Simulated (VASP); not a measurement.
Pd:

```xyz
1
Lattice="0.0000 1.9079 1.9079 1.9079 0.0000 1.9079 1.9079 1.9079 0.0000" Properties=species:S:1:pos:R:3 pbc="T T T"
Pd    0.0000    0.0000    0.0000
```

- Program: VASP 6.6.1
- Task: relaxation of cell and atoms
- Functional: PBE
- Potentials or basis: VASP PAW PBE potentials, release 64 (Pd)
- Cutoff: 600 eV
- k mesh: 15 × 15 × 15
- Occupations: fermi-dirac, width 0.1 eV
- Spin: no spin polarisation

At the start: pressure 21.4 GPa; volume 13.89 Å³/atom.

**Question.** Where does the relaxation end?

**Answer.** Over 4 steps the energy falls by 85.2 meV/atom and the volume is 15.32 Å³/atom (+10.3 %); space group Fm-3m (No. 225, to 0.05 Å).

Step by step:
```csv
step,energy change (eV),largest force (eV/Å),pressure (GPa),volume (Å³)
1,0.0000,0.0000,21.38,13.89
2,0.0823,0.0000,-16.96,17.96
3,-0.0851,0.0000,-0.71,15.38
4,-0.0852,0.0000,-0.15,15.32
```

Final structure:
```
Pd
1.0
     0.00000    1.97145    1.97145
     1.97145    0.00000    1.97145
     1.97145    1.97145    0.00000
Pd
1
Cartesian
  0.0000 0.0000 0.0000
```
